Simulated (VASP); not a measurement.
# Te3Pb4Se (P4/mmm) in VASP: single point with revPBE

Aim: the single point of Te3Pb4Se with revPBE.

All numbers are computed with VASP 6.6.1; they aren't measurements. Logs are shortened: lines on timing, memory, paths and dates and some standing lists are left out, and cuts for length are marked.

## 1. The cell of the first run

The structure is tetragonal, space group P4/mmm (No. 123). The conventional cell has a = 4.593 Å, b = 4.593 Å, c = 12.962 Å, α = 90.00°, β = 90.00°, γ = 90.00°. Te (site symmetry 4/mmm) has 6 Pb at 3.25 to 3.35 Å within 4.3 Å. Te (site symmetry 4mm) has 6 Pb at 3.23 to 3.25 Å within 4.2 Å. Pb (site symmetry 4mm) has 1 Se at 3.13 Å and 5 Te at 3.25 to 3.35 Å within 4.1 Å. Pb (site symmetry 4/mmm) has 6 Te at 3.25 Å within 4.3 Å. Within 4.2 Å of Pb (site symmetry 4/mmm) lie 2 Te at 3.23 Å and 4 Se at 3.25 Å. Within 4.1 Å of Se (site symmetry 4/mmm) lie 6 Pb at 3.13 to 3.25 Å.

## 2. Single point, revPBE

File INCAR:

```
SYSTEM = Te3Pb4Se
  PREC = Accurate
  ENCUT = 500
  EDIFF = 1E-6
  ISMEAR = 0
  SIGMA = 0.01
  LREAL = .False.
  LASPH = .True.
  NELM = 120
  ALGO = Normal
  ISIF = 2
  LWAVE = .False.
  LCHARG = .False.
  GGA = RE
  NBANDS = 50
  GGA_COMPAT = .False.
```

File KPOINTS:

```
Automatic mesh
0
Gamma
  8 8 4
  0 0 0
```

File POSCAR:

```
Te3Pb4Se
1.0
    4.5925128148      0.0000000000      0.0000000000
    0.0000000000      4.5925128148      0.0000000000
    0.0000000000      0.0000000000     12.9616673446
Te Pb Se
3 4 1
Direct
    0.0000000000      0.0000000000      0.0000000000
    0.5000000000      0.5000000000      0.2510154964
    0.5000000000      0.5000000000      0.7489845036
    0.0000000000      0.0000000000      0.7415793998
    0.5000000000      0.5000000000      0.0000000000
    0.0000000000      0.0000000000      0.2584206002
    0.5000000000      0.5000000000      0.5000000000
    0.0000000000      0.0000000000      0.5000000000
```

Potentials or basis: VASP PAW PBE potentials, release 64 (Te, Pb_d, Se).

Command:

```bash
$ cat potpaw_PBE.64/Te/POTCAR potpaw_PBE.64/Pb_d/POTCAR potpaw_PBE.64/Se/POTCAR > POTCAR
$ mpirun -np 1 vasp_std > vasp.out
```

OUTCAR:

```text
SYSTEM = Te3Pb4Se
   PREC = Accurate
   ENCUT = 500
   EDIFF = 1E-6
   ISMEAR = 0
   LREAL = .False.
   LASPH = .True.
   NELM = 120
   ISIF = 2
   GGA = RE

 ion  position               nearest neighbor table
   1  0.000  0.000  0.000-   5 3.25   5 3.25   5 3.25   5 3.25   6 3.35   4 3.35
   2  0.500  0.500  0.251-   7 3.23   6 3.25   6 3.25   6 3.25   6 3.25   5 3.25
   3  0.500  0.500  0.749-   7 3.23   4 3.25   4 3.25   4 3.25   4 3.25   5 3.25
   4  0.000  0.000  0.742-   8 3.13   3 3.25   3 3.25   3 3.25   3 3.25   1 3.35
   5  0.500  0.500  0.000-   1 3.25   1 3.25   1 3.25   1 3.25   3 3.25   2 3.25
   6  0.000  0.000  0.258-   8 3.13   2 3.25   2 3.25   2 3.25   2 3.25   1 3.35
   7  0.500  0.500  0.500-   2 3.23   3 3.23   8 3.25   8 3.25   8 3.25   8 3.25
   8  0.000  0.000  0.500-   4 3.13   6 3.13   7 3.25   7 3.25   7 3.25   7 3.25

  LATTYP: Found a simple tetragonal cell.
 ALAT       =     4.5925128148
 C/A-ratio  =     2.8223475616

  Lattice vectors:

 A1 = (   4.5925128148,   0.0000000000,   0.0000000000)
 A2 = (   0.0000000000,   4.5925128148,   0.0000000000)
 A3 = (   0.0000000000,   0.0000000000,  12.9616673446)

Analysis of symmetry for initial positions (statically):
=====================================================================
 Subroutine PRICEL returns:
 Original cell was already a primitive cell.

 Routine SETGRP: Setting up the symmetry group for a
 simple tetragonal supercell.

 Subroutine GETGRP returns: Found 16 space group operations
 (whereof 16 operations were pure point group operations)
 out of a pool of 16 trial point group operations.

The static configuration has the point symmetry D_4h.

Analysis of symmetry for dynamics (positions and initial velocities):
=====================================================================
 Subroutine PRICEL returns:
 Original cell was already a primitive cell.

 Routine SETGRP: Setting up the symmetry group for a
 simple tetragonal supercell.

 Subroutine GETGRP returns: Found 16 space group operations
 (whereof 16 operations were pure point group operations)
 out of a pool of 16 trial point group operations.

The dynamic configuration has the point symmetry D_4h.

 Subroutine INISYM returns: Found 16 space group operations
 (whereof 16 operations are pure point group operations),
 and found     1 'primitive' translations

----------------------------------------------------------------------------------------

                                     Primitive cell

  volume of cell :     273.3768

  direct lattice vectors                    reciprocal lattice vectors
     4.592512815  0.000000000  0.000000000     0.217745718  0.000000000  0.000000000
     0.000000000  4.592512815  0.000000000     0.000000000  0.217745718  0.000000000
     0.000000000  0.000000000 12.961667345     0.000000000  0.000000000  0.077150568

  length of vectors
     4.592512815  4.592512815 12.961667345     0.217745718  0.217745718  0.077150568

  position of ions in fractional coordinates (direct lattice)
     0.000000000  0.000000000  0.000000000
     0.500000000  0.500000000  0.251015496
     0.500000000  0.500000000  0.748984504
     0.000000000  0.000000000  0.741579400
     0.500000000  0.500000000  0.000000000
     0.000000000  0.000000000  0.258420600
     0.500000000  0.500000000  0.500000000
     0.000000000  0.000000000  0.500000000

  ion indices of the primitive-cell ions
   primitive index   ion index
                 1           1
                 2           2
                 3           3
                 4           4
                 5           5
                 6           6
                 7           7
                 8           8

----------------------------------------------------------------------------------------

 KPOINTS: Automatic mesh

Automatic generation of k-mesh.
 Grid dimensions read from file:
 generate k-points for:    8    8    4

 Generating k-lattice:

  Cartesian coordinates                     Fractional coordinates (reciprocal lattice)
     0.027218215  0.000000000  0.000000000     0.125000000  0.000000000  0.000000000
     0.000000000  0.027218215  0.000000000     0.000000000  0.125000000  0.000000000
     0.000000000  0.000000000  0.019287642     0.000000000  0.000000000  0.250000000

  Length of vectors
     0.027218215  0.027218215  0.019287642

  Shift w.r.t. Gamma in fractional coordinates (k-lattice)
     0.000000000  0.000000000  0.000000000

 Subroutine IBZKPT returns following result:
 ===========================================

 Found     45 irreducible k-points:

 Following reciprocal coordinates:
            Coordinates               Weight
  0.000000  0.000000  0.000000      1.000000
  0.125000  0.000000  0.000000      4.000000
  0.250000  0.000000  0.000000      4.000000
  0.375000  0.000000  0.000000      4.000000
  0.500000  0.000000  0.000000      2.000000
  0.125000  0.125000  0.000000      4.000000
[... 16 lines left out ...]
  0.375000  0.125000  0.250000     16.000000
  0.500000  0.125000  0.250000      8.000000
 [... further k-points ...]
   k-points           NKPTS =     45   k-points in BZ     NKDIM =     45   number of bands    NBANDS=     50
   number of dos      NEDOS =    301   number of ions     NIONS =      8
   total plane-waves  NPLWV = 124416
   dimension x,y,z NGX =    36 NGY =   36 NGZ =   96
   dimension x,y,z NGXF=    72 NGYF=   72 NGZF=  192
   ions per type =               3   4   1
   NGX,Y,Z   is equivalent  to a cutoff of  13.03, 13.03, 12.31 a.u.
   NGXF,Y,Z  is equivalent  to a cutoff of  26.06, 26.06, 24.63 a.u.
 SYSTEM =  Te3Pb4Se
   PREC   = accura    normal or accurate (medium, high low for compatibility)
   ISTART =      0    job   : 0-new  1-cont  2-samecut
   ICHARG =      2    charge: 1-file 2-atom 10-const
   ISPIN  =      1    spin polarized calculation?
   LNONCOLLINEAR =      F non collinear calculations
   LSORBIT =      F    spin-orbit coupling
   LASPH  =      T    aspherical Exc in radial PAW
   ENCUT  =  500.0 eV  36.75 Ry    6.06 a.u.   8.37  8.37 23.63*2*pi/ulx,y,z
   NELM   =    120;   NELMIN=  2; NELMDL= -5     # of ELM steps
   EDIFF  = 0.1E-05   stopping-criterion for ELM
   LREAL  =      F    real-space projection
[... 7 lines left out ...]
   TEBEG  =    0.0;   TEEND  =   0.0 temperature during run
   PSTRESS=    0.0 pullay stress
   NELECT =      80.0000    total number of electrons
   NUPDOWN=      -1.0000    fix difference up-down
   EMIN   =  10.00;   EMAX   =-10.00  energy-range for DOS
   EFERMI =   0.00;   METHOD = LEGACY
   ISMEAR =     0;   SIGMA  =   0.01  broadening in eV -4-tet -1-fermi 0-gaus
   EFERMI_NEDOS =   21; number of points for ismear=-14 and -15
   IALGO  =     38    algorithm
   IMIX   =      4    mixing-type and parameters
     AMIX     =   0.40;   BMIX     =  1.00
     AMIX_MAG =   1.60;   BMIX_MAG =  1.00
  volume/ion in A,a.u.               =      34.17       230.60
  Fermi-wavevector in a.u.,A,eV,Ry     =   1.086887  2.053918 16.072872  1.181323
  Thomas-Fermi vector in A             =   2.223034
   LORBIT       =      0    0 simple, 1 ext, 2 COOP (PROOUT), +10 PAW based schemes
   GGA     = RE    functional components
   LHFCALC =     F    Hartree Fock is set to
   AEXX    =    0.0000 exact exchange contribution
   IVDW    =     0    specifies the selected vdW correction
   LEPSILON=     F    determine dielectric tensor
   LRPA    =     F    only Hartree local field effects (RPA)
 non-spin polarized calculation
 Gauss-broadening in eV      SIGMA  =   0.01
  energy-cutoff  :      500.00
  volume of cell :      273.38
 maximum number of plane-waves:      6972
 NGX is ok and might be reduce to    36
   NGX = 17   NGY = 17   NGZ = 47

 number of electron      80.0000013 magnetization

 Free energy of the ion-electron system (eV)
  ---------------------------------------------------
  ext. energy  EPLUGINS =         0.00000000
  ---------------------------------------------------
  free energy    TOTEN  =       -28.23703490 eV

  energy without entropy =      -28.23703490  energy(sigma->0) =      -28.23703490

 E-fermi :   5.0845     XC(G=0):  -9.0169

 val. band max:        4.9960420355   @ k =   0.5000   0.0000   0.0000
 cond. band min:       5.4961195939   @ k =   0.5000   0.0000   0.0000
 fundamental gap:      0.5000775584
 Fermi energy:         5.0845224294

 k-point     1 :       0.0000    0.0000    0.0000
  band No.  band energies     occupation
      1     -11.9426      2.00000
      2     -11.9398      2.00000
      3     -11.9186      2.00000
      4     -11.9105      2.00000
      5     -11.9105      2.00000
      6     -11.7925      2.00000
[... 42 lines left out ...]
     49       9.3637      0.00000
     50       9.5161      0.00000

 k-point     2 :       0.1250    0.0000    0.0000
  band No.  band energies     occupation
      1     -11.9408      2.00000
      2     -11.9376      2.00000
      3     -11.9201      2.00000
      4     -11.9112      2.00000
      5     -11.9105      2.00000
      6     -11.7907      2.00000
[... 42 lines left out ...]
     49       8.9708      0.00000
     50       9.1120      0.00000

 k-point     3 :       0.2500    0.0000    0.0000
  band No.  band energies     occupation
      1     -11.9383      2.00000
      2     -11.9304      2.00000
      3     -11.9237      2.00000
      4     -11.9129      2.00000
      5     -11.9103      2.00000
      6     -11.7870      2.00000
[... 42 lines left out ...]
     49       8.5120      0.00000
     50       8.7369      0.00000

 k-point     4 :       0.3750    0.0000    0.0000
  band No.  band energies     occupation
      1     -11.9362      2.00000
      2     -11.9274      2.00000
      3     -11.9228      2.00000
      4     -11.9145      2.00000
      5     -11.9102      2.00000
      6     -11.7842      2.00000
[... 999 lines left out ...]
 k-point    23 :       0.3750    0.1250    0.2500
  band No.  band energies     occupation
      1     -11.9343      2.00000
      2     -11.9311      2.00000
      3     -11.9225      2.00000
      4     -11.9145      2.00000
      5     -11.9110      2.00000
      6     -11.7851      2.00000
[... 42 lines left out ...]
     49       8.4397      0.00000
     50       8.8179      0.00000

 k-point    24 :       0.5000    0.1250    0.2500
  band No.  band energies     occupation
      1     -11.9334      2.00000
      2     -11.9330      2.00000
      3     -11.9196      2.00000
      4     -11.9152      2.00000
      5     -11.9110      2.00000
      6     -11.7873      2.00000
[... 42 lines left out ...]
     49       8.0122      0.00000
     50       8.0608      0.00000

 [... further k-points ...]
[... 5 lines left out ...]
  --------------------------------------------------------------------------------------
  -------------------------------------------------------------------------------------
  Total        1.7613819      1.7613819      1.7738350      0.0000000     -0.0000000      0.0000000
  in kB       10.3229180     10.3229180     10.3959022      0.0000000     -0.0000000      0.0000000
  external PRESSURE =      10.3472461 kB  Pullay stress =       0.0000000 kB

 VOLUME and BASIS-vectors are now :
 -----------------------------------------------------------------------------
  energy-cutoff  :      500.00
  volume of cell :      273.38
      direct lattice vectors                 reciprocal lattice vectors
     4.592512815  0.000000000  0.000000000     0.217745718  0.000000000  0.000000000
     0.000000000  4.592512815  0.000000000     0.000000000  0.217745718  0.000000000
     0.000000000  0.000000000 12.961667345     0.000000000  0.000000000  0.077150568

 POSITION                                       TOTAL-FORCE (eV/Angst)
 -----------------------------------------------------------------------------------
      0.00000      0.00000      0.00000        -0.000000     -0.000000      0.000000
      2.29626      2.29626      3.25358         0.000000      0.000000     -0.004732
      2.29626      2.29626      9.70809        -0.000000     -0.000000      0.004732
      0.00000      0.00000      9.61211        -0.000000     -0.000000      0.006046
      2.29626      2.29626      0.00000        -0.000000     -0.000000      0.000000
      0.00000      0.00000      3.34956        -0.000000     -0.000000     -0.006046
      2.29626      2.29626      6.48083        -0.000000     -0.000000      0.000000
      0.00000      0.00000      6.48083        -0.000000     -0.000000      0.000000
 -----------------------------------------------------------------------------------
    total drift:                                0.000000      0.000000      0.000000

  FREE ENERGIE OF THE ION-ELECTRON SYSTEM (eV)
  ---------------------------------------------------
  free  energy   TOTEN  =       -28.2370349038 eV

  energy  without entropy=      -28.2370349038  energy(sigma->0) =      -28.23703490
```

Run time: 19 min. Hardware: 1 thread of Intel Xeon 8259CL, shared host; peak memory 0.67 GiB.

Results:

```
Free energy            : -28.2370 eV
Pressure               : 1.0 GPa
Largest force          : 0.006 eV/Å
Band gap on the k mesh : 0.50 eV
```

Forces on the atoms (eV/Å):
```
Te   0.000  0.000  0.000
Te   0.000  0.000 -0.005
Te   0.000  0.000  0.005
Pb   0.000  0.000  0.006
Pb   0.000  0.000  0.000
Pb   0.000  0.000 -0.006
Pb   0.000  0.000  0.000
Se   0.000  0.000  0.000
```

Levels at points of the mesh, in eV from the valence-band top:
```tsv
k point	band 37	band 38	band 39	band 40	band 41	band 42	band 43	band 44
(0.00, 0.00, 0.00)	-1.30	-1.30	-1.28	-1.19	2.40	2.55	3.57	3.99
(0.50, 0.00, 0.00)	-0.65	-0.57	-0.03	0.00	0.50	0.91	1.37	1.38
(0.50, 0.50, 0.00)	-2.62	-2.61	-0.50	-0.32	1.74	1.78	3.58	3.58
(0.00, 0.00, 0.50)	-1.50	-1.50	-0.82	-0.42	2.22	2.50	3.70	3.84
(0.50, 0.00, 0.50)	-0.78	-0.44	-0.35	-0.27	0.98	1.28	1.34	1.41
(0.50, 0.50, 0.50)	-1.94	-1.82	-1.74	-1.61	3.49	3.49	3.71	3.79
```

Caveat: the PAW data sets were made with another functional, which shifts forces and pressure a little; spin-orbit coupling is left out, which moves the levels of the heavy elements. A k mesh can miss the band edges.
